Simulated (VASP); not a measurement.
# GaGe (F-43m) in VASP: a series of runs

GaGe is run at these levels: PBE; tasks: single point.

All numbers are computed with VASP 6.6.1; they aren't measurements. Logs are shortened: lines on timing, memory, paths and dates and some standing lists are left out, and cuts for length are marked.

## 1. The cell of the first run

Symmetry: F-43m, No. 216, cubic system. The conventional cell has a = 5.796 Å, b = 5.796 Å, c = 5.796 Å, α = 90.00°, β = 90.00°, γ = 90.00°. Within 3.3 Å of Ge (site symmetry -43m) lie 4 Ga at 2.51 Å. Ga (site symmetry -43m) has 4 Ge at 2.51 Å within 3.3 Å.

## 2. Single point, PBE

Input file INCAR:

```
  ALGO = Normal
  EDIFF = 1E-6
  ENCUT = 520
  GGA = PE
  ISIF = 2
  ISMEAR = 0
  LASPH = True
  LCHARG = False
  LREAL = False
  LWAVE = False
  NBANDS = 20
  NELM = 60
  PREC = Accurate
  SIGMA = 0.013000000000000001
```

Input file KPOINTS:

```
k-points
0
Gamma
  8 8 8
```

Input file POSCAR:

```
GaGe
1.0
    0.0000000000      2.8978440000      2.8978440000
    2.8978440000      0.0000000000      2.8978440000
    2.8978440000      2.8978440000      0.0000000000
Ge Ga
1 1
Direct
    0.0000000000      0.0000000000      0.0000000000
    0.2500000000      0.2500000000      0.2500000000
```

Potentials or basis: VASP PAW PBE potentials, release 64 (Ge_d, Ga_d).

On the command line:

```bash
$ cat potpaw_PBE.64/Ge_d/POTCAR potpaw_PBE.64/Ga_d/POTCAR > POTCAR
$ mpirun -np 1 vasp_std > vasp.out
```

OUTCAR:

```text
EDIFF = 1E-6
   ENCUT = 520
   GGA = PE
   ISIF = 2
   ISMEAR = 0
   LASPH = True
   LREAL = False
   NELM = 60
   PREC = Accurate

 ion  position               nearest neighbor table
   1  0.000  0.000  0.000-   2 2.51   2 2.51   2 2.51   2 2.51
   2  0.250  0.250  0.250-   1 2.51   1 2.51   1 2.51   1 2.51

  LATTYP: Found a face centered cubic cell.
 ALAT       =     5.7956880000

  Lattice vectors:

 A1 = (   0.0000000000,   2.8978440000,   2.8978440000)
 A2 = (   2.8978440000,   0.0000000000,   2.8978440000)
 A3 = (   2.8978440000,   2.8978440000,   0.0000000000)

Analysis of symmetry for initial positions (statically):
=====================================================================
 Subroutine PRICEL returns:
 Original cell was already a primitive cell.

 Routine SETGRP: Setting up the symmetry group for a
 face centered cubic supercell.

 Subroutine GETGRP returns: Found 24 space group operations
 (whereof 24 operations were pure point group operations)
 out of a pool of 48 trial point group operations.

The static configuration has the point symmetry T_d .

Analysis of symmetry for dynamics (positions and initial velocities):
=====================================================================
 Subroutine PRICEL returns:
 Original cell was already a primitive cell.

 Routine SETGRP: Setting up the symmetry group for a
 face centered cubic supercell.

 Subroutine GETGRP returns: Found 24 space group operations
 (whereof 24 operations were pure point group operations)
 out of a pool of 48 trial point group operations.

The dynamic configuration has the point symmetry T_d .

 Subroutine INISYM returns: Found 24 space group operations
 (whereof 24 operations are pure point group operations),
 and found     1 'primitive' translations

----------------------------------------------------------------------------------------

                                     Primitive cell

  volume of cell :      48.6693

  direct lattice vectors                    reciprocal lattice vectors
     0.000000000  2.897844000  2.897844000    -0.172542069  0.172542069  0.172542069
     2.897844000  0.000000000  2.897844000     0.172542069 -0.172542069  0.172542069
     2.897844000  2.897844000  0.000000000     0.172542069  0.172542069 -0.172542069

  length of vectors
     4.098170286  4.098170286  4.098170286     0.298851630  0.298851630  0.298851630

  position of ions in fractional coordinates (direct lattice)
     0.000000000  0.000000000  0.000000000
     0.250000000  0.250000000  0.250000000

  ion indices of the primitive-cell ions
   primitive index   ion index
                 1           1
                 2           2

----------------------------------------------------------------------------------------

 KPOINTS: k-points

Automatic generation of k-mesh.
 Grid dimensions read from file:
 generate k-points for:    8    8    8

 Generating k-lattice:

  Cartesian coordinates                     Fractional coordinates (reciprocal lattice)
    -0.021567759  0.021567759  0.021567759     0.125000000  0.000000000  0.000000000
     0.021567759 -0.021567759  0.021567759     0.000000000  0.125000000  0.000000000
     0.021567759  0.021567759 -0.021567759     0.000000000  0.000000000  0.125000000

  Length of vectors
     0.037356454  0.037356454  0.037356454

  Shift w.r.t. Gamma in fractional coordinates (k-lattice)
     0.000000000  0.000000000  0.000000000

 Subroutine IBZKPT returns following result:
 ===========================================

 Found     29 irreducible k-points:

 Following reciprocal coordinates:
            Coordinates               Weight
  0.000000  0.000000  0.000000      1.000000
  0.125000  0.000000  0.000000      8.000000
  0.250000  0.000000  0.000000      8.000000
  0.375000  0.000000  0.000000      8.000000
  0.500000  0.000000  0.000000      4.000000
  0.125000  0.125000  0.000000      6.000000
[... 16 lines left out ...]
  0.500000  0.250000  0.125000     48.000000
 -0.375000  0.250000  0.125000     24.000000
 [... further k-points ...]
   k-points           NKPTS =     29   k-points in BZ     NKDIM =     29   number of bands    NBANDS=     20
   number of dos      NEDOS =    301   number of ions     NIONS =      2
   total plane-waves  NPLWV =  27000
   dimension x,y,z NGX =    30 NGY =   30 NGZ =   30
   dimension x,y,z NGXF=    60 NGYF=   60 NGZF=   60
   ions per type =               1   1
   NGX,Y,Z   is equivalent  to a cutoff of  12.17, 12.17, 12.17 a.u.
   NGXF,Y,Z  is equivalent  to a cutoff of  24.34, 24.34, 24.34 a.u.
 SYSTEM =  unknown system
   PREC   = accura    normal or accurate (medium, high low for compatibility)
   ISTART =      0    job   : 0-new  1-cont  2-samecut
   ICHARG =      2    charge: 1-file 2-atom 10-const
   ISPIN  =      1    spin polarized calculation?
   LNONCOLLINEAR =      F non collinear calculations
   LSORBIT =      F    spin-orbit coupling
   LASPH  =      T    aspherical Exc in radial PAW
   ENCUT  =  520.0 eV  38.22 Ry    6.18 a.u.   7.62  7.62  7.62*2*pi/ulx,y,z
   NELM   =     60;   NELMIN=  2; NELMDL= -5     # of ELM steps
   EDIFF  = 0.1E-05   stopping-criterion for ELM
   LREAL  =      F    real-space projection
   EDIFFG = 0.1E-04   stopping-criterion for IOM
   NSW    =      0    number of steps for IOM
   IBRION =     -1    ionic relax: 0-MD 1-quasi-New 2-CG
   NFREE  =      0    steps in history (QN), initial steepest desc. (CG)
   ISIF   =      2    stress and relaxation
   ISYM   =      2    0-nonsym 1-usesym 2-fastsym
   POTIM  = 0.5000    time-step for ionic-motion
   TEBEG  =    0.0;   TEEND  =   0.0 temperature during run
   PSTRESS=    0.0 pullay stress
   NELECT =      27.0000    total number of electrons
   NUPDOWN=      -1.0000    fix difference up-down
   EMIN   =  10.00;   EMAX   =-10.00  energy-range for DOS
   EFERMI =   0.00;   METHOD = LEGACY
   ISMEAR =     0;   SIGMA  =   0.01  broadening in eV -4-tet -1-fermi 0-gaus
   EFERMI_NEDOS =   21; number of points for ismear=-14 and -15
   IALGO  =     38    algorithm
   IMIX   =      4    mixing-type and parameters
     AMIX     =   0.40;   BMIX     =  1.00
     AMIX_MAG =   1.60;   BMIX_MAG =  1.00
  volume/ion in A,a.u.               =      24.33       164.22
  Fermi-wavevector in a.u.,A,eV,Ry     =   1.345172  2.542006 24.619567  1.809487
  Thomas-Fermi vector in A             =   2.473106
   LORBIT       =      0    0 simple, 1 ext, 2 COOP (PROOUT), +10 PAW based schemes
   GGA     = PE    functional components
   LHFCALC =     F    Hartree Fock is set to
   AEXX    =    0.0000 exact exchange contribution
   IVDW    =     0    specifies the selected vdW correction
   LEPSILON=     F    determine dielectric tensor
   LRPA    =     F    only Hartree local field effects (RPA)
 non-spin polarized calculation
 Gauss-broadening in eV      SIGMA  =   0.01
  energy-cutoff  :      520.00
  volume of cell :       48.67
 maximum number of plane-waves:      1363
   NGX = 15   NGY = 15   NGZ = 15

 number of electron      26.9999991 magnetization

 Free energy of the ion-electron system (eV)
  ---------------------------------------------------
  ext. energy  EPLUGINS =         0.00000000
  ---------------------------------------------------
  free energy    TOTEN  =        -7.09255852 eV

  energy without entropy =       -7.09182384  energy(sigma->0) =       -7.09219118

 E-fermi :   3.1044     XC(G=0):  -9.5538

 val. band max:        2.8284497354   @ k =   0.2500   0.2500   0.0000
 cond. band min:       3.1073763060   @ k =   0.3750   0.1250   0.0000
 fundamental gap:      0.2789265707
 Fermi energy:         3.1043562910

 k-point     1 :       0.0000    0.0000    0.0000
  band No.  band energies     occupation
      1     -20.8807      2.00000
      2     -20.8807      2.00000
      3     -20.8807      2.00000
      4     -20.8613      2.00000
      5     -20.8613      2.00000
      6     -11.2808      2.00000
[... 12 lines left out ...]
     19      10.7633      0.00000
     20      13.8232      0.00000

 k-point     2 :       0.1250    0.0000    0.0000
  band No.  band energies     occupation
      1     -20.8807      2.00000
      2     -20.8803      2.00000
      3     -20.8803      2.00000
      4     -20.8612      2.00000
      5     -20.8612      2.00000
      6     -11.2847      2.00000
[... 12 lines left out ...]
     19      11.7179      0.00000
     20      12.8618      0.00000

 k-point     3 :       0.2500    0.0000    0.0000
  band No.  band energies     occupation
      1     -20.8806      2.00000
      2     -20.8794      2.00000
      3     -20.8794      2.00000
      4     -20.8609      2.00000
      5     -20.8609      2.00000
      6     -11.2942      2.00000
[... 12 lines left out ...]
     19      12.2116      0.00000
     20      12.6275      0.00000

 k-point     4 :       0.3750    0.0000    0.0000
  band No.  band energies     occupation
      1     -20.8805      2.00000
      2     -20.8786      2.00000
      3     -20.8786      2.00000
      4     -20.8605      2.00000
      5     -20.8605      2.00000
      6     -11.3038      2.00000
[... 12 lines left out ...]
     19      12.6663      0.00000
     20      13.8025      0.00000

 k-point     5 :       0.5000    0.0000    0.0000
  band No.  band energies     occupation
      1     -20.8805      2.00000
      2     -20.8782      2.00000
      3     -20.8782      2.00000
      4     -20.8603      2.00000
      5     -20.8603      2.00000
      6     -11.3077      2.00000
[... 12 lines left out ...]
     19      14.5001      0.00000
     20      15.4490      0.00000
[... 353 lines left out ...]
      6     -11.3294      2.00000
[... 12 lines left out ...]
     19      15.3064      0.00000
     20      16.5487      0.00000

 k-point    22 :       0.3750    0.2500    0.1250
  band No.  band energies     occupation
      1     -20.8815      2.00000
      2     -20.8783      2.00000
      3     -20.8781      2.00000
      4     -20.8617      2.00000
      5     -20.8598      2.00000
      6     -11.3049      2.00000
[... 12 lines left out ...]
     19      12.3780      0.00000
     20      14.3916      0.00000

 k-point    23 :       0.5000    0.2500    0.1250
  band No.  band energies     occupation
      1     -20.8808      2.00000
      2     -20.8783      2.00000
      3     -20.8772      2.00000
      4     -20.8614      2.00000
      5     -20.8597      2.00000
      6     -11.3104      2.00000
[... 12 lines left out ...]
     19      13.4714      0.00000
     20      14.1746      0.00000

 k-point    24 :      -0.3750    0.2500    0.1250
  band No.  band energies     occupation
      1     -20.8802      2.00000
      2     -20.8787      2.00000
      3     -20.8768      2.00000
      4     -20.8611      2.00000
      5     -20.8598      2.00000
      6     -11.3123      2.00000
[... 12 lines left out ...]
     19      12.1586      0.00000
     20      14.9920      0.00000

 [... further k-points ...]

------------------------ aborting loop because EDIFF is reached ----------------------------------------

  FORCE on cell =-STRESS in cart. coord.  units (eV):
  Direction    XX          YY          ZZ          XY          YZ          ZX
  --------------------------------------------------------------------------------------
  -------------------------------------------------------------------------------------
  Total        0.0794402      0.0794402      0.0794402      0.0000000      0.0000000      0.0000000
  in kB        2.6151444      2.6151444      2.6151444      0.0000000      0.0000000      0.0000000
  external PRESSURE =       2.6151444 kB  Pullay stress =       0.0000000 kB

 VOLUME and BASIS-vectors are now :
 -----------------------------------------------------------------------------
  energy-cutoff  :      520.00
  volume of cell :       48.67
      direct lattice vectors                 reciprocal lattice vectors
     0.000000000  2.897844000  2.897844000    -0.172542069  0.172542069  0.172542069
     2.897844000  0.000000000  2.897844000     0.172542069 -0.172542069  0.172542069
     2.897844000  2.897844000  0.000000000     0.172542069  0.172542069 -0.172542069

 POSITION                                       TOTAL-FORCE (eV/Angst)
 -----------------------------------------------------------------------------------
      0.00000      0.00000      0.00000        -0.000000     -0.000000     -0.000000
      1.44892      1.44892      1.44892         0.000000      0.000000      0.000000
 -----------------------------------------------------------------------------------
    total drift:                               -0.000000     -0.000000     -0.000000

  FREE ENERGIE OF THE ION-ELECTRON SYSTEM (eV)
  ---------------------------------------------------
  free  energy   TOTEN  =        -7.0925585231 eV

  energy  without entropy=       -7.0918238398  energy(sigma->0) =       -7.09219118
```

Wall time 33 s (1 thread of Intel Xeon Platinum 8259CL at 2.50GHz (Skylake/Cascade Lake), shared host); peak memory 0.18 GiB.

What came out:

- Free energy: -7.0926 eV
- Pressure: 0.3 GPa
- Band gap on the k mesh: zero (an odd number of electrons rules out a gap without spin polarisation)

## 3. Single point, PBE

Input file INCAR:

```
SYSTEM = GaGe
PREC = Accurate
ENCUT = 520
EDIFF = 1E-6
ISMEAR = 0
SIGMA = 0.014
LREAL = .False.
LASPH = .True.
NELM = 80
ALGO = Normal
ISIF = 2
LWAVE = .False.
LCHARG = .True.
GGA = PE
LELF = .True.
LVHAR = .True.
NBANDS = 20
```

Input file KPOINTS:

```
Automatic mesh
0
Gamma
  8 8 8
  0 0 0
```

POSCAR is that of step 2.

Potentials or basis: VASP PAW PBE potentials, release 64 (Ge_d, Ga_d).

On the command line:

```bash
$ cat potpaw_PBE.64/Ge_d/POTCAR potpaw_PBE.64/Ga_d/POTCAR > POTCAR
$ mpirun -np 1 vasp_std > vasp.out
```

OUTCAR:

```text
SYSTEM = GaGe
   PREC = Accurate
   ENCUT = 520
   EDIFF = 1E-6
   ISMEAR = 0
   LREAL = .False.
   LASPH = .True.
   NELM = 80
   ISIF = 2
   GGA = PE

 ion  position               nearest neighbor table
   1  0.000  0.000  0.000-   2 2.51   2 2.51   2 2.51   2 2.51
   2  0.250  0.250  0.250-   1 2.51   1 2.51   1 2.51   1 2.51

  LATTYP: Found a face centered cubic cell.
 ALAT       =     5.7956880000

  Lattice vectors:

 A1 = (   0.0000000000,   2.8978440000,   2.8978440000)
 A2 = (   2.8978440000,   0.0000000000,   2.8978440000)
 A3 = (   2.8978440000,   2.8978440000,   0.0000000000)

Analysis of symmetry for initial positions (statically):
=====================================================================
 Subroutine PRICEL returns:
 Original cell was already a primitive cell.

 Routine SETGRP: Setting up the symmetry group for a
 face centered cubic supercell.

 Subroutine GETGRP returns: Found 24 space group operations
 (whereof 24 operations were pure point group operations)
 out of a pool of 48 trial point group operations.

The static configuration has the point symmetry T_d .

Analysis of symmetry for dynamics (positions and initial velocities):
[... 156 lines left out ...]

  energy without entropy =       -7.09181998  energy(sigma->0) =       -7.09221758

 E-fermi :   3.1040     XC(G=0):  -9.5538

 val. band max:        2.8284214737   @ k =   0.2500   0.2500   0.0000
 cond. band min:       3.1073471217   @ k =   0.3750   0.1250   0.0000
 fundamental gap:      0.2789256480
 Fermi energy:         3.1040133867

 k-point     1 :       0.0000    0.0000    0.0000
  band No.  band energies     occupation
      1     -20.8808      2.00000
      2     -20.8808      2.00000
      3     -20.8808      2.00000
      4     -20.8614      2.00000
      5     -20.8614      2.00000
      6     -11.2808      2.00000
[... 541 lines left out ...]
     19      12.1586      0.00000
     20      14.9920      0.00000

 [... further k-points ...]

------------------------ aborting loop because EDIFF is reached ----------------------------------------

  FORCE on cell =-STRESS in cart. coord.  units (eV):
  Direction    XX          YY          ZZ          XY          YZ          ZX
  --------------------------------------------------------------------------------------
  -------------------------------------------------------------------------------------
  Total        0.0793643      0.0793643      0.0793643      0.0000000      0.0000000      0.0000000
  in kB        2.6126459      2.6126459      2.6126459      0.0000000      0.0000000      0.0000000
  external PRESSURE =       2.6126459 kB  Pullay stress =       0.0000000 kB

 VOLUME and BASIS-vectors are now :
 -----------------------------------------------------------------------------
  energy-cutoff  :      520.00
  volume of cell :       48.67
      direct lattice vectors                 reciprocal lattice vectors
     0.000000000  2.897844000  2.897844000    -0.172542069  0.172542069  0.172542069
     2.897844000  0.000000000  2.897844000     0.172542069 -0.172542069  0.172542069
     2.897844000  2.897844000  0.000000000     0.172542069  0.172542069 -0.172542069

 POSITION                                       TOTAL-FORCE (eV/Angst)
 -----------------------------------------------------------------------------------
      0.00000      0.00000      0.00000         0.000000      0.000000      0.000000
      1.44892      1.44892      1.44892        -0.000000     -0.000000     -0.000000
 -----------------------------------------------------------------------------------
    total drift:                               -0.000000     -0.000000     -0.000000

  FREE ENERGIE OF THE ION-ELECTRON SYSTEM (eV)
  ---------------------------------------------------
  free  energy   TOTEN  =        -7.0926151736 eV

  energy  without entropy=       -7.0918199800  energy(sigma->0) =       -7.09221758
```

Run time: 44 s. Hardware: 1 thread of Intel Xeon Platinum 8259CL at 2.50GHz (Skylake/Cascade Lake), shared host; peak memory 0.17 GiB.

Results:

```yaml
Free_energy: -7.0926 eV
Pressure: 0.3 GPa
Band_gap_on_the_k_mesh: zero (an odd number of electrons rules out a gap without spin polarisation)
```
